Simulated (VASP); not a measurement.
Crystal: LiF.

```
Li F
1.0
     3.08101    0.00000    0.00000
    -1.54051    2.66824    0.00000
     0.00000    0.00000    4.78534
Li F
2 2
Direct
  0.33333 0.66667 0.99257
  0.66667 0.33333 0.49257
  0.33333 0.66667 0.38243
  0.66667 0.33333 0.88243
```

Program: VASP 6.6.1. Alike in all runs: task single point; potentials or basis VASP PAW PBE potentials, release 64 (Li_sv, F); no spin polarisation; cell as given; cutoff (eV) 520; smearing gaussian 0.01 eV.

Task: Order these runs on this cell by their band gap on the k mesh, lowest first.
A. level r2SCAN; k mesh 6 × 6 × 4
B. level PBE-based screened hybrid; k mesh 6 × 6 × 2; grid for exact exchange (PRECFOCK) Normal; share of exact exchange 0.2; screening parameter 0.1 1/Å
C. level PBE-based screened hybrid; k mesh 6 × 6 × 2; grid for exact exchange (PRECFOCK) Normal; share of exact exchange 0.5; screening parameter 0.5 1/Å

Result: A (8.68 eV), B (9.88 eV), C (10.67 eV).

Caveats: some runs use coarse meshes.

A k mesh can miss the band edges.
